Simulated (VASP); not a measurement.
# Cs (Im-3m) in VASP: further runs

The runs below take Cs through single point, relaxation of cell and atoms, with LDA.

Everything below comes from runs of VASP 6.6.1. Logs are shortened: lines on timing, memory, paths and dates and some standing lists are left out, and cuts for length are marked.

## (1) The cell of the first run

It takes space group Im-3m (No. 229, cubic). Conventional cell: a = 5.768 Å, b = 5.768 Å, c = 5.768 Å, α = 90.00°, β = 90.00°, γ = 90.00°.

## (2) Single point, LDA

INCAR

```
SYSTEM = Cs
  ALGO = Normal
  EDIFF = 1E-6
  ENCUT = 500
  GGA = CA
  GGA_COMPAT = .False.
  ISIF = 2
  ISMEAR = -1
  LASPH = .True.
  LCHARG = .True.
  LELF = .True.
  LREAL = .False.
  LVHAR = .True.
  LWAVE = .False.
  NBANDS = 10
  NELM = 120
  PREC = Accurate
  SIGMA = 0.05
```

KPOINTS

```
k-points
0
Gamma
  10 10 10
  0 0 0
```

POSCAR

```
Cs
1.0
   -2.8840784231      2.8840784231      2.8840784231
    2.8840784231     -2.8840784231      2.8840784231
    2.8840784231      2.8840784231     -2.8840784231
Cs
1
Direct
    0.0000000000      0.0000000000      0.0000000000
```

Potentials or basis: VASP PAW LDA potentials, release 64 (Cs_sv).

Command:

```
> cat potpaw_LDA.64/Cs_sv/POTCAR > POTCAR
> mpirun -np 1 vasp_std > vasp.out
```

OUTCAR:

```text
SYSTEM = Cs
   EDIFF = 1E-6
   ENCUT = 500
   GGA = CA
   ISIF = 2
   ISMEAR = -1
   LASPH = .True.
   LREAL = .False.
   NELM = 120
   PREC = Accurate

 ion  position               nearest neighbor table
   1  0.000  0.000  0.000-

  LATTYP: Found a body centered cubic cell.
 ALAT       =     5.7681568462

  Lattice vectors:

 A1 = (  -2.8840784231,   2.8840784231,   2.8840784231)
 A2 = (   2.8840784231,  -2.8840784231,   2.8840784231)
 A3 = (   2.8840784231,   2.8840784231,  -2.8840784231)

Analysis of symmetry for initial positions (statically):
=====================================================================
 Subroutine PRICEL returns:
 Original cell was already a primitive cell.

 Routine SETGRP: Setting up the symmetry group for a
 body centered cubic supercell.

 Subroutine GETGRP returns: Found 48 space group operations
 (whereof 48 operations were pure point group operations)
 out of a pool of 48 trial point group operations.

The static configuration has the point symmetry O_h .

Analysis of symmetry for dynamics (positions and initial velocities):
=====================================================================
 Subroutine PRICEL returns:
 Original cell was already a primitive cell.

 Routine SETGRP: Setting up the symmetry group for a
 body centered cubic supercell.

 Subroutine GETGRP returns: Found 48 space group operations
 (whereof 48 operations were pure point group operations)
 out of a pool of 48 trial point group operations.

The dynamic configuration has the point symmetry O_h .

 Subroutine INISYM returns: Found 48 space group operations
 (whereof 48 operations are pure point group operations),
 and found     1 'primitive' translations

----------------------------------------------------------------------------------------

                                     Primitive cell

  volume of cell :      95.9580

  direct lattice vectors                    reciprocal lattice vectors
    -2.884078423  2.884078423  2.884078423     0.000000000  0.173365605  0.173365605
     2.884078423 -2.884078423  2.884078423     0.173365605  0.000000000  0.173365605
     2.884078423  2.884078423 -2.884078423     0.173365605  0.173365605  0.000000000

  length of vectors
     4.995370362  4.995370362  4.995370362     0.245175990  0.245175990  0.245175990

  position of ions in fractional coordinates (direct lattice)
     0.000000000  0.000000000  0.000000000

  ion indices of the primitive-cell ions
   primitive index   ion index
                 1           1

----------------------------------------------------------------------------------------

 KPOINTS: k-points

Automatic generation of k-mesh.
 Grid dimensions read from file:
 generate k-points for:   10   10   10

 Generating k-lattice:

  Cartesian coordinates                     Fractional coordinates (reciprocal lattice)
     0.000000000  0.017336560  0.017336560     0.100000000  0.000000000  0.000000000
     0.017336560  0.000000000  0.017336560     0.000000000  0.100000000  0.000000000
     0.017336560  0.017336560  0.000000000     0.000000000  0.000000000  0.100000000

  Length of vectors
     0.024517599  0.024517599  0.024517599

  Shift w.r.t. Gamma in fractional coordinates (k-lattice)
     0.000000000  0.000000000  0.000000000

 Subroutine IBZKPT returns following result:
 ===========================================

 Found     47 irreducible k-points:

 Following reciprocal coordinates:
            Coordinates               Weight
  0.000000  0.000000  0.000000      1.000000
  0.100000  0.000000  0.000000     12.000000
  0.200000  0.000000  0.000000     12.000000
  0.300000  0.000000  0.000000     12.000000
  0.400000  0.000000  0.000000     12.000000
  0.500000  0.000000  0.000000      6.000000
[... 16 lines left out ...]
  0.300000  0.300000  0.100000      8.000000
 -0.300000  0.300000  0.100000     24.000000
 [... further k-points ...]
   k-points           NKPTS =     47   k-points in BZ     NKDIM =     47   number of bands    NBANDS=     10
   number of dos      NEDOS =    301   number of ions     NIONS =      1
   total plane-waves  NPLWV =  46656
   dimension x,y,z NGX =    36 NGY =   36 NGZ =   36
   dimension x,y,z NGXF=    72 NGYF=   72 NGZF=   72
   ions per type =               1
   NGX,Y,Z   is equivalent  to a cutoff of  11.98, 11.98, 11.98 a.u.
   NGXF,Y,Z  is equivalent  to a cutoff of  23.96, 23.96, 23.96 a.u.
 SYSTEM =  Cs
   PREC   = accura    normal or accurate (medium, high low for compatibility)
   ISTART =      0    job   : 0-new  1-cont  2-samecut
   ICHARG =      2    charge: 1-file 2-atom 10-const
   ISPIN  =      1    spin polarized calculation?
   LNONCOLLINEAR =      F non collinear calculations
   LSORBIT =      F    spin-orbit coupling
   LASPH  =      T    aspherical Exc in radial PAW
   ENCUT  =  500.0 eV  36.75 Ry    6.06 a.u.   9.11  9.11  9.11*2*pi/ulx,y,z
   NELM   =    120;   NELMIN=  2; NELMDL= -5     # of ELM steps
   EDIFF  = 0.1E-05   stopping-criterion for ELM
   LREAL  =      F    real-space projection
   EDIFFG = 0.1E-04   stopping-criterion for IOM
   NSW    =      0    number of steps for IOM
   IBRION =     -1    ionic relax: 0-MD 1-quasi-New 2-CG
   NFREE  =      0    steps in history (QN), initial steepest desc. (CG)
   ISIF   =      2    stress and relaxation
   ISYM   =      2    0-nonsym 1-usesym 2-fastsym
   POTIM  = 0.5000    time-step for ionic-motion
   TEBEG  =    0.0;   TEEND  =   0.0 temperature during run
   PSTRESS=    0.0 pullay stress
   NELECT =       9.0000    total number of electrons
   NUPDOWN=      -1.0000    fix difference up-down
   EMIN   =  10.00;   EMAX   =-10.00  energy-range for DOS
   EFERMI =   0.00;   METHOD = LEGACY
   ISMEAR =    -1;   SIGMA  =   0.05  broadening in eV -4-tet -1-fermi 0-gaus
   EFERMI_NEDOS =   21; number of points for ismear=-14 and -15
   IALGO  =     38    algorithm
   IMIX   =      4    mixing-type and parameters
     AMIX     =   0.40;   BMIX     =  1.00
     AMIX_MAG =   1.60;   BMIX_MAG =  1.00
  volume/ion in A,a.u.               =      95.96       647.56
  Fermi-wavevector in a.u.,A,eV,Ry     =   0.743810  1.405597  7.527466  0.553253
  Thomas-Fermi vector in A             =   1.839013
   LORBIT       =      0    0 simple, 1 ext, 2 COOP (PROOUT), +10 PAW based schemes
   GGA     = CA    functional components
   LHFCALC =     F    Hartree Fock is set to
   AEXX    =    0.0000 exact exchange contribution
   IVDW    =     0    specifies the selected vdW correction
   LEPSILON=     F    determine dielectric tensor
   LRPA    =     F    only Hartree local field effects (RPA)
 non-spin polarized calculation
  energy-cutoff  :      500.00
  volume of cell :       95.96
 maximum number of plane-waves:      2491
   NGX = 19   NGY = 19   NGZ = 19

 number of electron       9.0000001 magnetization

 Free energy of the ion-electron system (eV)
  ---------------------------------------------------
  ext. energy  EPLUGINS =         0.00000000
  ---------------------------------------------------
  free energy    TOTEN  =        -0.99663286 eV

  energy without entropy =       -0.98365625  energy(sigma->0) =       -0.99014456

 E-fermi :   0.7761     XC(G=0):  -6.0286

 val. band max:        0.7431720837   @ k =   0.4000   0.1000   0.0000
 cond. band min:       0.7977684961   @ k =  -0.3000   0.3000   0.3000
 fundamental gap:      0.0545964124
 Fermi energy:         0.7761145985

 k-point     1 :       0.0000    0.0000    0.0000
  band No.  band energies     occupation
      1     -22.9546      2.00000
      2      -9.6494      2.00000
      3      -9.6494      2.00000
      4      -9.6494      2.00000
      5      -1.0975      2.00000
      6       3.2984      0.00000
      7       3.2984      0.00000
      8       3.2984      0.00000
      9       4.3431      0.00000
     10       4.3431      0.00000

 k-point     2 :       0.1000    0.0000    0.0000
  band No.  band energies     occupation
      1     -22.9530      2.00000
      2      -9.6755      2.00000
      3      -9.6575      2.00000
      4      -9.6495      2.00000
      5      -0.9626      2.00000
      6       3.1644      0.00000
      7       3.1895      0.00000
      8       3.4352      0.00000
      9       4.1436      0.00000
     10       4.3206      0.00000

 k-point     3 :       0.2000    0.0000    0.0000
  band No.  band energies     occupation
      1     -22.9490      2.00000
      2      -9.7421      2.00000
      3      -9.6785      2.00000
      4      -9.6499      2.00000
      5      -0.5848      2.00000
      6       2.7800      0.00000
      7       2.8763      0.00000
      8       3.8385      0.00000
      9       4.0909      0.00000
     10       4.3137      0.00000

 k-point     4 :       0.3000    0.0000    0.0000
  band No.  band energies     occupation
      1     -22.9441      2.00000
      2      -9.8215      2.00000
      3      -9.7041      2.00000
      4      -9.6503      2.00000
      5      -0.0493      2.00000
      6       2.3156      0.00000
      7       2.5958      0.00000
      8       4.2376      0.00000
      9       4.4118      0.00000
     10       4.4866      0.00000

 k-point     5 :       0.4000    0.0000    0.0000
  band No.  band energies     occupation
      1     -22.9401      2.00000
      2      -9.8835      2.00000
      3      -9.7246      2.00000
      4      -9.6506      2.00000
      5       0.4714      1.99550
      6       2.0231      0.00000
      7       2.4061      0.00000
      8       4.2774      0.00000
      9       4.6453      0.00000
     10       5.3329      0.00000

 k-point     6 :       0.5000    0.0000    0.0000
  band No.  band energies     occupation
      1     -22.9385      2.00000
      2      -9.9067      2.00000
      3      -9.7324      2.00000
      4      -9.6508      2.00000
      5       0.6991      1.64697
      6       1.9419      0.00000
      7       2.3400      0.00000
      8       4.2032      0.00000
      9       4.8598      0.00000
     10       5.5625      0.00000
[... 183 lines left out ...]
 k-point    21 :       0.3000    0.2000    0.1000
  band No.  band energies     occupation
      1     -22.9380      2.00000
      2      -9.8536      2.00000
      3      -9.7644      2.00000
      4      -9.6961      2.00000
      5       1.2389      0.00019
      6       1.8548      0.00000
      7       2.0167      0.00000
      8       4.3029      0.00000
      9       4.7633      0.00000
     10       4.9439      0.00000

 k-point    22 :      -0.2000    0.2000    0.1000
  band No.  band energies     occupation
      1     -22.9476      2.00000
      2      -9.7424      2.00000
      3      -9.6870      2.00000
      4      -9.6700      2.00000
      5      -0.4603      2.00000
      6       2.8092      0.00000
      7       2.9591      0.00000
      8       3.5071      0.00000
      9       3.7945      0.00000
     10       4.7136      0.00000

 k-point    23 :       0.3000    0.3000    0.1000
  band No.  band energies     occupation
      1     -22.9374      2.00000
      2      -9.8121      2.00000
      3      -9.8121      2.00000
      4      -9.7040      2.00000
      5       1.6376      0.00000
      6       1.8089      0.00000
      7       1.8089      0.00000
      8       4.0799      0.00000
      9       4.8070      0.00000
     10       4.8070      0.00000

 k-point    24 :      -0.3000    0.3000    0.1000
  band No.  band energies     occupation
      1     -22.9428      2.00000
      2      -9.8179      2.00000
      3      -9.7131      2.00000
      4      -9.6695      2.00000
      5       0.0674      2.00000
      6       2.3016      0.00000
      7       2.7036      0.00000
      8       3.6616      0.00000
      9       4.4346      0.00000
     10       4.7625      0.00000

 [... further k-points ...]

------------------------ aborting loop because EDIFF is reached ----------------------------------------

  FORCE on cell =-STRESS in cart. coord.  units (eV):
  Direction    XX          YY          ZZ          XY          YZ          ZX
  --------------------------------------------------------------------------------------
  -------------------------------------------------------------------------------------
  Total       -0.0147946     -0.0147946     -0.0147946     -0.0000000      0.0000000      0.0000000
  in kB       -0.2470202     -0.2470202     -0.2470202     -0.0000000      0.0000000      0.0000000
  external PRESSURE =      -0.2470202 kB  Pullay stress =       0.0000000 kB

 VOLUME and BASIS-vectors are now :
 -----------------------------------------------------------------------------
  energy-cutoff  :      500.00
  volume of cell :       95.96
      direct lattice vectors                 reciprocal lattice vectors
    -2.884078423  2.884078423  2.884078423     0.000000000  0.173365605  0.173365605
     2.884078423 -2.884078423  2.884078423     0.173365605  0.000000000  0.173365605
     2.884078423  2.884078423 -2.884078423     0.173365605  0.173365605  0.000000000

 POSITION                                       TOTAL-FORCE (eV/Angst)
 -----------------------------------------------------------------------------------
      0.00000      0.00000      0.00000         0.000000      0.000000      0.000000
 -----------------------------------------------------------------------------------
    total drift:                                0.000000      0.000000      0.000000

  FREE ENERGIE OF THE ION-ELECTRON SYSTEM (eV)
  ---------------------------------------------------
  free  energy   TOTEN  =        -0.9966328644 eV

  energy  without entropy=       -0.9836562538  energy(sigma->0) =       -0.99014456
```

It took 38 s on 1 thread of AMD EPYC 7R13, shared host; peak memory 0.16 GiB.

Results:

```
Free energy            : -0.9966 eV
Pressure               : 0.0 GPa
Band gap on the k mesh : zero (an odd number of electrons rules out a gap without spin polarisation)
```

Caveat: spin-orbit coupling is left out, which moves the levels of the heavy elements.

## (3) Relaxation of cell and atoms, LDA

INCAR

```
PREC = Accurate ; ENCUT = 500
EDIFF = 1E-7 ; ISMEAR = -1
SIGMA = 0.05 ; LREAL = False
LASPH = True ; NELM = 120
ALGO = Normal ; ISIF = 3
LWAVE = False ; LCHARG = False
IBRION = 2 ; NSW = 60
EDIFFG = -0.005 ; GGA_COMPAT = False
NELMIN = 4
```

KPOINTS

```
Automatic mesh
0
Gamma
  10 10 10
```

POSCAR is that of step 2.

Potentials or basis: VASP PAW LDA potentials, release 64 (Cs_sv).

Command:

```
> cat potpaw_LDA.64/Cs_sv/POTCAR > POTCAR
> mpirun -np 1 vasp_std > vasp.out
```

Wall time 91 s (1 thread of AMD EPYC 7R13, shared host); peak memory 0.16 GiB.

It converged, with:

| Property | Result |
| --- | --- |
| Free energy | -0.9967 eV |
| Relaxed volume | 95.25 Å³/atom |
| Relaxed cell | a = 4.983 Å, b = 4.983 Å, c = 4.983 Å, α = 109.47°, β = 109.47°, γ = 109.47° |
| Space group after relaxing (to 0.1 Å) | Im-3m (No. 229) |
| Energy gained by relaxing | 0.1 meV/atom |
| Ionic steps | 3 |
| Pressure after relaxing | 0.0 GPa |
| Band gap on the k mesh | zero (an odd number of electrons rules out a gap without spin polarisation) |

Final structure:
```xyz
1
Lattice="-2.8770 2.8770 2.8770 2.8770 -2.8770 2.8770 2.8770 2.8770 -2.8770" Properties=species:S:1:pos:R:3 pbc="T T T"
Cs    0.0000    0.0000    0.0000
```

Levels at points of the mesh, in eV from the Fermi level:
| k point | band 2 | band 3 | band 4 | band 5 | band 6 | band 7 |
| --- | --- | --- | --- | --- | --- | --- |
| (0.00, 0.00, 0.00) | -10.42 | -10.42 | -10.42 | -1.88 | 2.53 | 2.53 |
| (0.50, 0.00, 0.00) | -10.68 | -10.51 | -10.42 | -0.08 | 1.18 | 1.56 |
| (0.50, 0.50, 0.50) | -10.60 | -10.60 | -10.60 | 0.48 | 0.48 | 3.54 |

Caveat: spin-orbit coupling is left out, which moves the levels of the heavy elements.
